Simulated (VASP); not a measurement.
## GaP: elastic constants with LDA

The system is GaP.

```
Ga P
1.0
     2.69569    2.69569    0.00000
    -2.69569    2.69569    0.00000
     0.00000    2.69569    2.69569
Ga P
1 1
Cartesian
  0.0000 0.0000 0.0000
  1.3478 4.0435 1.3478
```

```json
{
  "Program": "VASP 6.6.1",
  "Task": "elastic constants",
  "Functional": "LDA",
  "Potentials or basis": "VASP PAW LDA potentials, release 64 (Ga_d, P)",
  "Cutoff": "600 eV",
  "k mesh": "8 × 8 × 8",
  "Occupations": "gaussian, width 0.01 eV",
  "Spin": "no spin polarisation",
  "Dipole correction": "no",
  "Ions in elastic constants": "relaxed",
  "Further INCAR settings": "ALGO = Normal; EDIFF = 1e-08; IBRION = 6; POTIM = 0.015; NSW = 1; ISIF = 3"
}
```

| Item | Value |
| --- | --- |
| Elastic constants C11, C12, C44 | 142, 64, 71 GPa |
| Voigt bulk modulus | 90 GPa |
| Highest phonon frequency at Γ, LO-TO splitting left out | 365 cm⁻¹ |

Phonon frequencies in cm⁻¹ (negative: imaginary):
| q point | frequencies |
| --- | --- |
| (0.000, 0.000, 0.000) | 0 0 0 365 365 365 |

Elastic tensor in Voigt notation (GPa, in the Cartesian axes of the cell as first typed):
```
142  64  64   0   0   0
 64 142  64   0   0   0
 64  64 142   0   0   0
  0   0   0  71   0   0
  0   0   0   0  71   0
  0   0   0   0   0  71
```

Clamped-ion elastic tensor (GPa):
```
142  64  64   0   0   0
 64 142  64   0   0   0
 64  64 142   0   0   0
  0   0   0  97   0   0
  0   0   0   0  97   0
  0   0   0   0   0  97
```

It took 8.3 min on 1 thread of AMD EPYC 7R13 Processor (Zen 3), with other jobs on the host, peak memory 0.27 GiB.
